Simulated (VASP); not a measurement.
# Cu12F in VASP: single point with PBE

Aim: the single point of Cu12F with PBE.

Program: VASP 6.6.1. These are calculated values, not measurements. Logs are shortened: lines on timing, memory, paths and dates and some standing lists are left out, and cuts for length are marked.

## (1) The cell of the first run

The cell holds a slab with vacuum, 26 atoms: a = 5.105 Å, b = 7.658 Å, c = 20.415 Å, α = 90.00°, β = 90.00°, γ = 90.00°.

## (2) Single point, PBE

INCAR

```
SYSTEM = Cu12F
PREC = Accurate ; ENCUT = 520
EDIFF = 1E-6 ; ISMEAR = -1
SIGMA = 0.15 ; LREAL = Auto
LASPH = .True. ; NELM = 100
ALGO = Normal ; ISIF = 2
LWAVE = .False. ; LCHARG = .True.
GGA = PE ; LELF = .True.
LVHAR = .True. ; NBANDS = 158
```

KPOINTS

```
regular mesh
0
Gamma
  2 2 1
  0 0 0
```

POSCAR

```
Cu12F
1.0
    5.1053110000      0.0000000000      0.0000000000
    0.0000000000      7.6579660000      0.0000000000
    0.0000000000      0.0000000000     20.4150000000
Cu F
24 2
Direct
    0.2499945645      0.1666630539      0.0489835905
    0.7500032809      0.1666630539      0.0489835905
    0.2499945645      0.5000022199      0.0489835905
    0.7500032809      0.5000022199      0.0489835905
    0.2499945645      0.8333283277      0.0489835905
    0.7500032809      0.8333283277      0.0489835905
    0.0000000000     -0.0001175247      0.1365809454
    0.5000087164     -0.0001305830      0.1365319618
    0.0000391749      0.3335089239      0.1365172667
    0.4999695415      0.3335219822      0.1365074700
    0.0000195874      0.6666130406      0.1364339946
    0.4999891290      0.6666130406      0.1363850110
    0.2501708515      0.1668328117      0.2282586334
    0.7498465813      0.1668066951      0.2281606662
    0.2501708515      0.5004592603      0.2285476365
    0.7498661688      0.5005506684      0.2286162136
    0.2502687887      0.8326754128      0.2284545677
    0.7497878190      0.8326362379      0.2285770267
   -0.0001371121      0.0003133991      0.3171099682
    0.5001458285      0.0003917489      0.3170609846
   -0.0001371121      0.3327776592      0.3171295616
    0.5001262411      0.3331171750      0.3179132990
    0.0007051480      0.6669394980      0.3192505511
    0.5000478913      0.6663126997      0.3196375214
    0.1923683004      0.6811991592      0.4350232672
    0.5019086986      0.5490753028      0.4392505511
```

Potentials or basis: VASP PAW PBE potentials, release 64 (Cu, F).

Launch:

```sh
$ cat potpaw_PBE.64/Cu/POTCAR potpaw_PBE.64/F/POTCAR > POTCAR
$ mpirun -np 1 vasp_std > vasp.out
```

OUTCAR:

```text
SYSTEM = Cu12F
   PREC = Accurate
   ENCUT = 520
   EDIFF = 1E-6
   ISMEAR = -1
   LREAL = Auto
   LASPH = .True.
   NELM = 100
   ISIF = 2
   GGA = PE

 ion  position               nearest neighbor table
   1  0.250  0.167  0.049-  10 2.54   9 2.54   8 2.54   7 2.54   2 2.55   5 2.55   3 2.55   2 2.55

   2  0.750  0.167  0.049-   8 2.54  10 2.54   9 2.54   7 2.54   1 2.55   6 2.55   4 2.55   1 2.55

   3  0.250  0.500  0.049-  12 2.54  11 2.54  10 2.54   9 2.54   5 2.55   4 2.55   1 2.55   4 2.55

   4  0.750  0.500  0.049-  12 2.54  11 2.54  10 2.54   9 2.54   6 2.55   3 2.55   2 2.55   3 2.55

   5  0.250  0.833  0.049-  12 2.54  11 2.54   8 2.54   7 2.54   3 2.55   6 2.55   1 2.55   6 2.55

   6  0.750  0.833  0.049-  12 2.54  11 2.54   8 2.54   7 2.54   4 2.55   5 2.55   2 2.55   5 2.55
[... 31 lines left out ...]
  22  0.500  0.333  0.318-  20 2.55  21 2.55  24 2.55  21 2.55  16 2.57  15 2.57  13 2.57  14 2.57

  23  0.001  0.667  0.319-  24 2.55  19 2.55  24 2.56  21 2.56  17 2.58  15 2.58  18 2.58  16 2.59

  24  0.500  0.666  0.320-  23 2.55  22 2.55  23 2.56  20 2.56  16 2.59  15 2.59  18 2.59  17 2.59

  25  0.192  0.681  0.435-  26 1.88
  26  0.502  0.549  0.439-  25 1.88

  LATTYP: Found a simple orthorhombic cell.
 ALAT       =     5.1053110000
 B/A-ratio  =     1.4999999021
 C/A-ratio  =     3.9987769599

  Lattice vectors:

 A1 = (   5.1053110000,   0.0000000000,   0.0000000000)
 A2 = (   0.0000000000,   7.6579660000,   0.0000000000)
 A3 = (   0.0000000000,   0.0000000000,  20.4150000000)

Analysis of symmetry for initial positions (statically):
=====================================================================
 Subroutine PRICEL returns:
 Original cell was already a primitive cell.

 Routine SETGRP: Setting up the symmetry group for a
 simple orthorhombic supercell.

 Subroutine GETGRP returns: Found  1 space group operations
 (whereof  1 operations were pure point group operations)
 out of a pool of  8 trial point group operations.

The static configuration has the point symmetry C_1 .

Analysis of symmetry for dynamics (positions and initial velocities):
=====================================================================
 Subroutine PRICEL returns:
 Original cell was already a primitive cell.

 Routine SETGRP: Setting up the symmetry group for a
 simple orthorhombic supercell.

 Subroutine GETGRP returns: Found  1 space group operations
 (whereof  1 operations were pure point group operations)
 out of a pool of  8 trial point group operations.

The dynamic configuration has the point symmetry C_1 .

 Subroutine INISYM returns: Found  1 space group operations
 (whereof  1 operations are pure point group operations),
 and found     1 'primitive' translations

----------------------------------------------------------------------------------------

                                     Primitive cell

  volume of cell :     798.1509

  direct lattice vectors                    reciprocal lattice vectors
     5.105311000  0.000000000  0.000000000     0.195874453  0.000000000  0.000000000
     0.000000000  7.657966000  0.000000000     0.000000000  0.130582977  0.000000000
     0.000000000  0.000000000 20.415000000     0.000000000  0.000000000  0.048983590

  length of vectors
     5.105311000  7.657966000 20.415000000     0.195874453  0.130582977  0.048983590

  position of ions in fractional coordinates (direct lattice)
     0.249994564  0.166663054  0.048983591
     0.750003281  0.166663054  0.048983591
     0.249994564  0.500002220  0.048983591
     0.750003281  0.500002220  0.048983591
     0.249994564  0.833328328  0.048983591
     0.750003281  0.833328328  0.048983591
[... 18 lines left out ...]
     0.192368300  0.681199159  0.435023267
     0.501908699  0.549075303  0.439250551

  ion indices of the primitive-cell ions
   primitive index   ion index
                 1           1
                 2           2
                 3           3
                 4           4
                 5           5
                 6           6
[... 18 lines left out ...]
                25          25
                26          26

----------------------------------------------------------------------------------------

 KPOINTS: regular mesh

Automatic generation of k-mesh.
 Grid dimensions read from file:
 generate k-points for:    2    2    1

 Generating k-lattice:

  Cartesian coordinates                     Fractional coordinates (reciprocal lattice)
     0.097937227  0.000000000  0.000000000     0.500000000  0.000000000  0.000000000
     0.000000000  0.065291489  0.000000000     0.000000000  0.500000000  0.000000000
     0.000000000  0.000000000  0.048983590     0.000000000  0.000000000  1.000000000

  Length of vectors
     0.097937227  0.065291489  0.048983590

  Shift w.r.t. Gamma in fractional coordinates (k-lattice)
     0.000000000  0.000000000  0.000000000

 Subroutine IBZKPT returns following result:
 ===========================================

 Found      4 irreducible k-points:

 Following reciprocal coordinates:
            Coordinates               Weight
  0.000000  0.000000  0.000000      1.000000
  0.500000  0.000000  0.000000      1.000000
  0.000000  0.500000  0.000000      1.000000
  0.500000  0.500000  0.000000      1.000000
   k-points           NKPTS =      4   k-points in BZ     NKDIM =      4   number of bands    NBANDS=    158
   number of dos      NEDOS =    301   number of ions     NIONS =     26
   total plane-waves  NPLWV = 384000
   dimension x,y,z NGX =    40 NGY =   60 NGZ =  160
   dimension x,y,z NGXF=    80 NGYF=  120 NGZF=  320
   ions per type =              24   2
   NGX,Y,Z   is equivalent  to a cutoff of  13.03, 13.03, 13.03 a.u.
   NGXF,Y,Z  is equivalent  to a cutoff of  26.05, 26.05, 26.06 a.u.
 SYSTEM =  Cu12F
   PREC   = accura    normal or accurate (medium, high low for compatibility)
   ISTART =      0    job   : 0-new  1-cont  2-samecut
   ICHARG =      2    charge: 1-file 2-atom 10-const
   ISPIN  =      1    spin polarized calculation?
   LNONCOLLINEAR =      F non collinear calculations
   LSORBIT =      F    spin-orbit coupling
   LASPH  =      T    aspherical Exc in radial PAW
   ENCUT  =  520.0 eV  38.22 Ry    6.18 a.u.   9.49 14.24 37.96*2*pi/ulx,y,z
   NELM   =    100;   NELMIN=  2; NELMDL= -5     # of ELM steps
   EDIFF  = 0.1E-05   stopping-criterion for ELM
   LREAL  =      T    real-space projection
   EDIFFG = 0.1E-04   stopping-criterion for IOM
   NSW    =      0    number of steps for IOM
   IBRION =     -1    ionic relax: 0-MD 1-quasi-New 2-CG
   NFREE  =      0    steps in history (QN), initial steepest desc. (CG)
   ISIF   =      2    stress and relaxation
   ISYM   =      2    0-nonsym 1-usesym 2-fastsym
   POTIM  = 0.5000    time-step for ionic-motion
   TEBEG  =    0.0;   TEEND  =   0.0 temperature during run
   PSTRESS=    0.0 pullay stress
   NELECT =     278.0000    total number of electrons
   NUPDOWN=      -1.0000    fix difference up-down
   EMIN   =  10.00;   EMAX   =-10.00  energy-range for DOS
   EFERMI =   0.00;   METHOD = LEGACY
   ISMEAR =    -1;   SIGMA  =   0.15  broadening in eV -4-tet -1-fermi 0-gaus
   EFERMI_NEDOS =   21; number of points for ismear=-14 and -15
   IALGO  =     38    algorithm
   IMIX   =      4    mixing-type and parameters
     AMIX     =   0.40;   BMIX     =  1.00
     AMIX_MAG =   1.60;   BMIX_MAG =  1.00
  volume/ion in A,a.u.               =      30.70       207.16
  Fermi-wavevector in a.u.,A,eV,Ry     =   1.151847  2.176675 18.051547  1.326751
  Thomas-Fermi vector in A             =   2.288502
   LORBIT       =      0    0 simple, 1 ext, 2 COOP (PROOUT), +10 PAW based schemes
   GGA     = PE    functional components
   LHFCALC =     F    Hartree Fock is set to
   AEXX    =    0.0000 exact exchange contribution
   IVDW    =     0    specifies the selected vdW correction
   LEPSILON=     F    determine dielectric tensor
   LRPA    =     F    only Hartree local field effects (RPA)
 non-spin polarized calculation
  energy-cutoff  :      520.00
  volume of cell :      798.15
 maximum number of plane-waves:     21553
 NGX is ok and might be reduce to    40
   NGX = 19   NGY = 29   NGZ = 75

 number of electron     277.9999645 magnetization

 Free energy of the ion-electron system (eV)
  ---------------------------------------------------
  ext. energy  EPLUGINS =         0.00000000
  ---------------------------------------------------
  free energy    TOTEN  =       -87.20764518 eV

  energy without entropy =      -86.28249500  energy(sigma->0) =      -86.74507009

 E-fermi :  -1.0082     XC(G=0):  -5.7238

 val. band max:       -1.0330180524   @ k =   0.0000   0.5000   0.0000
 cond. band min:      -0.9704709069   @ k =   0.0000   0.0000   0.0000
 fundamental gap:      0.0625471455
 Fermi energy:        -1.0082217877

 k-point     1 :       0.0000    0.0000    0.0000
  band No.  band energies     occupation
      1     -22.3451      2.00000
      2     -20.8748      2.00000
      3      -9.6723      2.00000
      4      -8.0888      2.00000
      5      -7.2862      2.00000
      6      -7.2834      2.00000
[... 143 lines left out ...]
    150       2.0059      0.00000
    151       2.0204      0.00000

 k-point     2 :       0.5000    0.0000    0.0000
  band No.  band energies     occupation
      1     -22.3372      2.00000
      2     -20.8854      2.00000
      3      -8.2508      2.00000
      4      -8.2480      2.00000
      5      -6.8634      2.00000
      6      -6.8581      2.00000
[... 143 lines left out ...]
    150       2.6995      0.00000
    151       2.9389      0.00000

 k-point     3 :       0.0000    0.5000    0.0000
  band No.  band energies     occupation
      1     -22.3450      2.00000
      2     -20.8748      2.00000
      3      -9.0297      2.00000
      4      -9.0111      2.00000
      5      -7.5131      2.00000
      6      -7.4832      2.00000
[... 143 lines left out ...]
    150       1.5761      0.00000
    151       1.5832      0.00000

 k-point     4 :       0.5000    0.5000    0.0000
  band No.  band energies     occupation
      1     -22.3372      2.00000
      2     -20.8854      2.00000
      3      -7.6646      2.00000
      4      -7.6621      2.00000
      5      -7.6485      2.00000
      6      -7.6439      2.00000
[... 143 lines left out ...]
    150       1.1792      0.00000
    151       1.3931      0.00000
 [bands above 151 left out]

------------------------ aborting loop because EDIFF is reached ----------------------------------------

  FORCE on cell =-STRESS in cart. coord.  units (eV):
  Direction    XX          YY          ZZ          XY          YZ          ZX
  --------------------------------------------------------------------------------------
  -------------------------------------------------------------------------------------
  Total       -8.4773746     -6.9165101     -5.7461482     -0.8423277      0.0590636     -0.3048089
  in kB      -17.0171542    -13.8839352    -11.5345959     -1.6908561      0.1185620     -0.6118617
  external PRESSURE =     -14.1452284 kB  Pullay stress =       0.0000000 kB

 VOLUME and BASIS-vectors are now :
 -----------------------------------------------------------------------------
  energy-cutoff  :      520.00
  volume of cell :      798.15
      direct lattice vectors                 reciprocal lattice vectors
     5.105311000  0.000000000  0.000000000     0.195874453  0.000000000  0.000000000
     0.000000000  7.657966000  0.000000000     0.000000000  0.130582977  0.000000000
     0.000000000  0.000000000 20.415000000     0.000000000  0.000000000  0.048983590

 POSITION                                       TOTAL-FORCE (eV/Angst)
 -----------------------------------------------------------------------------------
      1.27630      1.27630      1.00000         0.002164     -0.002121     -0.096300
      3.82900      1.27630      1.00000        -0.001799     -0.001699     -0.102087
      1.27630      3.82900      1.00000        -0.000092     -0.004624     -0.087695
      3.82900      3.82900      1.00000         0.000553     -0.004711     -0.092328
      1.27630      6.38160      1.00000         0.005713      0.006465     -0.091395
      3.82900      6.38160      1.00000        -0.005518      0.006398     -0.095999
[... 18 lines left out ...]
      0.98210      5.21660      8.88100        -0.984036      0.554230     -1.246459
      2.56240      4.20480      8.96730         0.840493     -0.512634     -1.041451
 -----------------------------------------------------------------------------------
    total drift:                               -0.001494      0.002251     -0.030415

  FREE ENERGIE OF THE ION-ELECTRON SYSTEM (eV)
  ---------------------------------------------------
  free  energy   TOTEN  =       -87.2076451751 eV

  energy  without entropy=      -86.2824950005  energy(sigma->0) =      -86.74507009
```

Wall time 25 min (1 thread of Intel Xeon Platinum 8375C at 2.90GHz (Ice Lake), shared host); peak memory 0.93 GiB.

Results:

```
Free energy            : -87.2076 eV
Largest force          : 1.682 eV/Å
Band gap on the k mesh : zero (bands 139 and 140 overlap by 0.75 eV)
```

Forces on the atoms (eV/Å):
```
Cu   0.002 -0.002 -0.096
Cu  -0.002 -0.002 -0.102
Cu   0.000 -0.005 -0.088
Cu   0.001 -0.005 -0.092
Cu   0.006  0.006 -0.091
Cu  -0.006  0.006 -0.096
Cu  -0.003 -0.005  0.105
Cu   0.004 -0.008  0.087
Cu   0.000  0.005  0.083
Cu   0.000  0.010  0.091
Cu   0.000 -0.001  0.086
Cu   0.000 -0.003  0.079
Cu   0.012  0.017  0.071
Cu  -0.011  0.011  0.051
Cu  -0.002  0.021  0.057
Cu   0.009  0.057  0.110
Cu   0.024 -0.042  0.067
Cu  -0.015 -0.071  0.135
Cu  -0.012  0.018  0.040
Cu   0.011  0.032 -0.004
Cu  -0.004 -0.048  0.009
Cu   0.009  0.036  0.258
Cu   0.144  0.048  0.737
Cu  -0.026 -0.118  0.791
F   -0.984  0.554 -1.246
F    0.840 -0.513 -1.041
```

Caveat: the k points lie up to 0.62 Å⁻¹ apart, too coarse for converged energies and pressures of a metal.
